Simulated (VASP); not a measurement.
# TiTc (Pm-3m) in VASP: notebook

TiTc is run at these levels: LDA; tasks: single point.

Program: VASP 6.6.1. These are calculated values, not measurements. Logs are shortened: lines on timing, memory, paths and dates and some standing lists are left out, and cuts for length are marked.

### 1 The cell of the first run

Symmetry: Pm-3m, No. 221, cubic system. The conventional cell has a = 3.110 Å, b = 3.110 Å, c = 3.110 Å, α = 90.00°, β = 90.00°, γ = 90.00°. Ti (site symmetry m-3m) has 8 Tc at 2.69 Å and 6 Ti at 3.11 Å within 3.6 Å. Tc (site symmetry m-3m) has 8 Ti at 2.69 Å and 6 Tc at 3.11 Å within 3.6 Å.

### 2 Single point, LDA

File INCAR:

```
SYSTEM = TiTc
PREC = Accurate ; ENCUT = 500
EDIFF = 1E-6 ; ISMEAR = 1
SIGMA = 0.05 ; LREAL = .FALSE.
LASPH = .TRUE. ; NELM = 120
ALGO = Normal ; ISIF = 2
LWAVE = .FALSE. ; LCHARG = .TRUE.
LELF = .TRUE. ; LVHAR = .TRUE.
NBANDS = 20 ; GGA_COMPAT = .FALSE.
```

File KPOINTS:

```
Automatic mesh
0
G
  7 7 7
  0 0 0
```

File POSCAR:

```
TiTc
1.0
    3.1100000000      0.0000000000      0.0000000000
    0.0000000000      3.1100000000      0.0000000000
    0.0000000000      0.0000000000      3.1100000000
Ti Tc
1 1
Direct
    0.5000000000      0.5000000000      0.5000000000
    0.0000000000      0.0000000000      0.0000000000
```

Potentials or basis: VASP PAW LDA potentials, release 64 (Ti_sv, Tc_pv).

Started as:

```sh
cat potpaw_LDA.64/Ti_sv/POTCAR potpaw_LDA.64/Tc_pv/POTCAR > POTCAR
mpirun -np 1 vasp_std > vasp.out
```

OUTCAR:

```text
SYSTEM = TiTc
   PREC = Accurate
   ENCUT = 500
   EDIFF = 1E-6
   ISMEAR = 1
   LREAL = .FALSE.
   LASPH = .TRUE.
   NELM = 120
   ISIF = 2

 ion  position               nearest neighbor table
   1  0.500  0.500  0.500-   2 2.69   2 2.69   2 2.69   2 2.69   2 2.69   2 2.69   2 2.69   2 2.69

   2  0.000  0.000  0.000-   1 2.69   1 2.69   1 2.69   1 2.69   1 2.69   1 2.69   1 2.69   1 2.69

  LATTYP: Found a simple cubic cell.
 ALAT       =     3.1100000000

  Lattice vectors:

 A1 = (   3.1100000000,   0.0000000000,   0.0000000000)
 A2 = (   0.0000000000,   3.1100000000,   0.0000000000)
 A3 = (   0.0000000000,   0.0000000000,   3.1100000000)

Analysis of symmetry for initial positions (statically):
=====================================================================
 Subroutine PRICEL returns:
 Original cell was already a primitive cell.

 Routine SETGRP: Setting up the symmetry group for a
 simple cubic supercell.

 Subroutine GETGRP returns: Found 48 space group operations
 (whereof 48 operations were pure point group operations)
 out of a pool of 48 trial point group operations.

The static configuration has the point symmetry O_h .

Analysis of symmetry for dynamics (positions and initial velocities):
=====================================================================
 Subroutine PRICEL returns:
 Original cell was already a primitive cell.

 Routine SETGRP: Setting up the symmetry group for a
 simple cubic supercell.

 Subroutine GETGRP returns: Found 48 space group operations
 (whereof 48 operations were pure point group operations)
 out of a pool of 48 trial point group operations.

The dynamic configuration has the point symmetry O_h .

 Subroutine INISYM returns: Found 48 space group operations
 (whereof 48 operations are pure point group operations),
 and found     1 'primitive' translations

----------------------------------------------------------------------------------------

                                     Primitive cell

  volume of cell :      30.0802

  direct lattice vectors                    reciprocal lattice vectors
     3.110000000  0.000000000  0.000000000     0.321543408  0.000000000  0.000000000
     0.000000000  3.110000000  0.000000000     0.000000000  0.321543408  0.000000000
     0.000000000  0.000000000  3.110000000     0.000000000  0.000000000  0.321543408

  length of vectors
     3.110000000  3.110000000  3.110000000     0.321543408  0.321543408  0.321543408

[... 71 lines left out ...]
   LSORBIT =      F    spin-orbit coupling
   LASPH  =      T    aspherical Exc in radial PAW
   ENCUT  =  500.0 eV  36.75 Ry    6.06 a.u.   5.67  5.67  5.67*2*pi/ulx,y,z
   NELM   =    120;   NELMIN=  2; NELMDL= -5     # of ELM steps
   EDIFF  = 0.1E-05   stopping-criterion for ELM
   LREAL  =      F    real-space projection
   EDIFFG = 0.1E-04   stopping-criterion for IOM
   NSW    =      0    number of steps for IOM
   IBRION =     -1    ionic relax: 0-MD 1-quasi-New 2-CG
   NFREE  =      0    steps in history (QN), initial steepest desc. (CG)
   ISIF   =      2    stress and relaxation
   ISYM   =      2    0-nonsym 1-usesym 2-fastsym
   POTIM  = 0.5000    time-step for ionic-motion
   TEBEG  =    0.0;   TEEND  =   0.0 temperature during run
   PSTRESS=    0.0 pullay stress
   NELECT =      25.0000    total number of electrons
   NUPDOWN=      -1.0000    fix difference up-down
   EMIN   =  10.00;   EMAX   =-10.00  energy-range for DOS
   EFERMI =   0.00;   METHOD = LEGACY
   ISMEAR =     1;   SIGMA  =   0.05  broadening in eV -4-tet -1-fermi 0-gaus
   EFERMI_NEDOS =   21; number of points for ismear=-14 and -15
   IALGO  =     38    algorithm
   IMIX   =      4    mixing-type and parameters
     AMIX     =   0.40;   BMIX     =  1.00
     AMIX_MAG =   1.60;   BMIX_MAG =  1.00
  volume/ion in A,a.u.               =      15.04       101.50
  Fermi-wavevector in a.u.,A,eV,Ry     =   1.539198  2.908662 32.233970  2.369130
  Thomas-Fermi vector in A             =   2.645460
   LORBIT       =      0    0 simple, 1 ext, 2 COOP (PROOUT), +10 PAW based schemes
   GGA     = CA    functional components
   LHFCALC =     F    Hartree Fock is set to
   AEXX    =    0.0000 exact exchange contribution
   IVDW    =     0    specifies the selected vdW correction
   LEPSILON=     F    determine dielectric tensor
   LRPA    =     F    only Hartree local field effects (RPA)
 non-spin polarized calculation
 Methfessel and Paxton  Order N= 1 SIGMA  =   0.05
  energy-cutoff  :      500.00
  volume of cell :       30.08
 maximum number of plane-waves:       776
 NGX is ok and might be reduce to    24
   NGX = 11   NGY = 11   NGZ = 11

 number of electron      24.9999995 magnetization

 Free energy of the ion-electron system (eV)
  ---------------------------------------------------
  ext. energy  EPLUGINS =         0.00000000
  ---------------------------------------------------
  free energy    TOTEN  =       -21.20765805 eV

  energy without entropy =      -21.20616506  energy(sigma->0) =      -21.20716038

 E-fermi :  10.1968     XC(G=0): -13.1198

 val. band max:       10.1832673935   @ k =   0.4286   0.2857   0.1429
 cond. band min:      10.2126479812   @ k =   0.1429   0.0000   0.0000
 fundamental gap:      0.0293805878
 Fermi energy:        10.1968004550

 k-point     1 :       0.0000    0.0000    0.0000
  band No.  band energies     occupation
      1     -45.2960      2.00000
      2     -27.6194      2.00000
      3     -27.6194      2.00000
      4     -27.6194      2.00000
      5     -21.8154      2.00000
      6     -21.8154      2.00000
[... 449 lines left out ...]
     19      20.4818      0.00000
     20      20.5522      0.00000

------------------------ aborting loop because EDIFF is reached ----------------------------------------

  FORCE on cell =-STRESS in cart. coord.  units (eV):
  Direction    XX          YY          ZZ          XY          YZ          ZX
  --------------------------------------------------------------------------------------
  -------------------------------------------------------------------------------------
  Total       -2.5130203     -2.5130203     -2.5130203     -0.0000000     -0.0000000      0.0000000
  in kB     -133.8521705   -133.8521705   -133.8521705     -0.0000000     -0.0000000      0.0000000
  external PRESSURE =    -133.8521705 kB  Pullay stress =       0.0000000 kB

 VOLUME and BASIS-vectors are now :
 -----------------------------------------------------------------------------
  energy-cutoff  :      500.00
  volume of cell :       30.08
      direct lattice vectors                 reciprocal lattice vectors
     3.110000000  0.000000000  0.000000000     0.321543408  0.000000000  0.000000000
     0.000000000  3.110000000  0.000000000     0.000000000  0.321543408  0.000000000
     0.000000000  0.000000000  3.110000000     0.000000000  0.000000000  0.321543408

 POSITION                                       TOTAL-FORCE (eV/Angst)
 -----------------------------------------------------------------------------------
      1.55500      1.55500      1.55500         0.000000      0.000000      0.000000
      0.00000      0.00000      0.00000         0.000000      0.000000      0.000000
 -----------------------------------------------------------------------------------
    total drift:                                0.000000      0.000000     -0.000000

  FREE ENERGIE OF THE ION-ELECTRON SYSTEM (eV)
  ---------------------------------------------------
  free  energy   TOTEN  =       -21.2076580459 eV

  energy  without entropy=      -21.2061650602  energy(sigma->0) =      -21.20716038
```

OSZICAR:

```text
N       E                     dE             d eps       ncg     rms          rms(c)
DAV:   1     0.290603162351E+03    0.29060E+03   -0.13142E+04   816   0.138E+03
DAV:   2    -0.498228738883E+01   -0.29559E+03   -0.28829E+03   848   0.420E+02
DAV:   3    -0.227619455753E+02   -0.17780E+02   -0.17469E+02  1412   0.993E+01
DAV:   4    -0.232068268799E+02   -0.44488E+00   -0.44336E+00   920   0.130E+01
DAV:   5    -0.232205306867E+02   -0.13704E-01   -0.13700E-01  1028   0.174E+00    0.160E+01
DAV:   6    -0.218451725899E+02    0.13754E+01   -0.89538E+00   836   0.273E+01    0.940E+00
DAV:   7    -0.214964211680E+02    0.34875E+00   -0.82960E+00   868   0.184E+01    0.452E+00
DAV:   8    -0.212051216265E+02    0.29130E+00   -0.12018E+00   944   0.788E+00    0.141E+00
DAV:   9    -0.212095617614E+02   -0.44401E-02   -0.60845E-02   928   0.182E+00    0.480E-01
DAV:  10    -0.212076317121E+02    0.19300E-02   -0.10803E-02   920   0.962E-01    0.106E-01
DAV:  11    -0.212078251911E+02   -0.19348E-03   -0.58053E-04   952   0.229E-01    0.106E-01
DAV:  12    -0.212076599648E+02    0.16523E-03   -0.73104E-04   908   0.152E-01    0.204E-02
DAV:  13    -0.212076607705E+02   -0.80568E-06   -0.34139E-05   896   0.470E-02    0.170E-02
DAV:  14    -0.212076580662E+02    0.27044E-05   -0.10522E-05   920   0.279E-02    0.228E-03
DAV:  15    -0.212076580459E+02    0.20219E-07   -0.23779E-07   496   0.572E-03
   1 F= -.21207658E+02 E0= -.21207160E+02  d E =-.149299E-02
```

Wall time 16 s (1 thread of AMD EPYC 7R43 (Zen 3), shared host); peak memory 0.1 GiB.

Results:

```
Free energy            : -21.2077 eV
Pressure               : -13.4 GPa
Band gap on the k mesh : zero (an odd number of electrons rules out a gap without spin polarisation)
```

Levels at points of the mesh, in eV from the Fermi level:
```csv
k point,band 10,band 11,band 12,band 13,band 14,band 15,band 16,band 17
"(0.00, 0.00, 0.00)",-3.84,-0.14,-0.14,-0.14,2.61,2.61,4.33,4.33
```

Caveat: the cell stands under tension.

### 3 Single point, LDA

File INCAR:

```
PREC = Accurate ; ENCUT = 500
EDIFF = 1E-6 ; ISMEAR = 1
SIGMA = 0.025 ; LREAL = F
LASPH = T ; NELM = 120
ALGO = Normal ; ISIF = 2
LWAVE = F ; LCHARG = T
LELF = T ; LVHAR = T
NBANDS = 20 ; GGA_COMPAT = F
```

File KPOINTS:

```
Automatic mesh
0
Gamma
  7 7 7
```

POSCAR is that of step 2.

Potentials or basis: VASP PAW LDA potentials, release 64 (Ti_sv, Tc_pv).

Started as:

```sh
cat potpaw_LDA.64/Ti_sv/POTCAR potpaw_LDA.64/Tc_pv/POTCAR > POTCAR
mpirun -np 1 vasp_std > vasp.out
```

OUTCAR:

```text
PREC = Accurate
   ENCUT = 500
   EDIFF = 1E-6
   ISMEAR = 1
   LREAL = F
   LASPH = T
   NELM = 120
   ISIF = 2

 ion  position               nearest neighbor table
   1  0.500  0.500  0.500-   2 2.69   2 2.69   2 2.69   2 2.69   2 2.69   2 2.69   2 2.69   2 2.69

   2  0.000  0.000  0.000-   1 2.69   1 2.69   1 2.69   1 2.69   1 2.69   1 2.69   1 2.69   1 2.69

  LATTYP: Found a simple cubic cell.
 ALAT       =     3.1100000000

  Lattice vectors:

 A1 = (   3.1100000000,   0.0000000000,   0.0000000000)
 A2 = (   0.0000000000,   3.1100000000,   0.0000000000)
 A3 = (   0.0000000000,   0.0000000000,   3.1100000000)

Analysis of symmetry for initial positions (statically):
=====================================================================
 Subroutine PRICEL returns:
 Original cell was already a primitive cell.

 Routine SETGRP: Setting up the symmetry group for a
 simple cubic supercell.

[... 155 lines left out ...]
  ---------------------------------------------------
  ext. energy  EPLUGINS =         0.00000000
  ---------------------------------------------------
  free energy    TOTEN  =       -21.20694060 eV

  energy without entropy =      -21.20629976  energy(sigma->0) =      -21.20672699

 E-fermi :  10.1902     XC(G=0): -13.1197

 val. band max:       10.1832529888   @ k =   0.4286   0.2857   0.1429
 cond. band min:      10.2132996603   @ k =   0.1429   0.0000   0.0000
 fundamental gap:      0.0300466715
 Fermi energy:        10.1901512256

 k-point     1 :       0.0000    0.0000    0.0000
  band No.  band energies     occupation
      1     -45.2965      2.00000
      2     -27.6180      2.00000
      3     -27.6180      2.00000
      4     -27.6180      2.00000
      5     -21.8159      2.00000
      6     -21.8159      2.00000
[... 449 lines left out ...]
     19      20.4818      0.00000
     20      20.5380      0.00000

------------------------ aborting loop because EDIFF is reached ----------------------------------------

  FORCE on cell =-STRESS in cart. coord.  units (eV):
  Direction    XX          YY          ZZ          XY          YZ          ZX
  --------------------------------------------------------------------------------------
  -------------------------------------------------------------------------------------
  Total       -2.5183719     -2.5183719     -2.5183719     -0.0000000     -0.0000000      0.0000000
  in kB     -134.1372115   -134.1372115   -134.1372115     -0.0000000     -0.0000000      0.0000000
  external PRESSURE =    -134.1372115 kB  Pullay stress =       0.0000000 kB

 VOLUME and BASIS-vectors are now :
 -----------------------------------------------------------------------------
  energy-cutoff  :      500.00
  volume of cell :       30.08
      direct lattice vectors                 reciprocal lattice vectors
     3.110000000  0.000000000  0.000000000     0.321543408  0.000000000  0.000000000
     0.000000000  3.110000000  0.000000000     0.000000000  0.321543408  0.000000000
     0.000000000  0.000000000  3.110000000     0.000000000  0.000000000  0.321543408

 POSITION                                       TOTAL-FORCE (eV/Angst)
 -----------------------------------------------------------------------------------
      1.55500      1.55500      1.55500         0.000000      0.000000      0.000000
      0.00000      0.00000      0.00000         0.000000      0.000000      0.000000
 -----------------------------------------------------------------------------------
    total drift:                                0.000000      0.000000     -0.000000

  FREE ENERGIE OF THE ION-ELECTRON SYSTEM (eV)
  ---------------------------------------------------
  free  energy   TOTEN  =       -21.2069406013 eV

  energy  without entropy=      -21.2062997625  energy(sigma->0) =      -21.20672699
```

OSZICAR:

```text
N       E                     dE             d eps       ncg     rms          rms(c)
DAV:   1     0.290603398848E+03    0.29060E+03   -0.13142E+04   816   0.138E+03
DAV:   2    -0.498107891437E+01   -0.29558E+03   -0.28828E+03   848   0.420E+02
DAV:   3    -0.227619609809E+02   -0.17781E+02   -0.17466E+02  1412   0.993E+01
DAV:   4    -0.232070461800E+02   -0.44509E+00   -0.44346E+00   920   0.130E+01
DAV:   5    -0.232207461956E+02   -0.13700E-01   -0.13696E-01  1028   0.174E+00    0.160E+01
DAV:   6    -0.218263217375E+02    0.13944E+01   -0.88578E+00   836   0.273E+01    0.931E+00
DAV:   7    -0.215004442791E+02    0.32588E+00   -0.82339E+00   868   0.183E+01    0.453E+00
DAV:   8    -0.212043478302E+02    0.29610E+00   -0.12164E+00   952   0.789E+00    0.143E+00
DAV:   9    -0.212090411710E+02   -0.46933E-02   -0.61713E-02   932   0.183E+00    0.488E-01
DAV:  10    -0.212069323488E+02    0.21088E-02   -0.10850E-02   912   0.986E-01    0.108E-01
DAV:  11    -0.212070937629E+02   -0.16141E-03   -0.47891E-04   956   0.205E-01    0.983E-02
DAV:  12    -0.212069433636E+02    0.15040E-03   -0.61116E-04   928   0.135E-01    0.215E-02
DAV:  13    -0.212069444880E+02   -0.11244E-05   -0.45204E-05   892   0.528E-02    0.187E-02
DAV:  14    -0.212069405941E+02    0.38940E-05   -0.15489E-05   920   0.310E-02    0.170E-03
DAV:  15    -0.212069406013E+02   -0.72637E-08   -0.24184E-07   508   0.552E-03
   1 F= -.21206941E+02 E0= -.21206727E+02  d E =-.640839E-03
```

It took 20 s on 1 thread of AMD EPYC 7R43 (Zen 3), shared host; peak memory 0.1 GiB.

What came out:

* Free energy: -21.2069 eV
* Pressure: -13.4 GPa
* Band gap on the k mesh: zero (an odd number of electrons rules out a gap without spin polarisation)

Levels at points of the mesh, in eV from the Fermi level:
```
           k point  band 10  band 11  band 12  band 13  band 14  band 15  band 16  band 17
(0.00, 0.00, 0.00)    -3.84    -0.13    -0.13    -0.13     2.62     2.62     4.34     4.34
```

Caveat: the cell stands under tension.
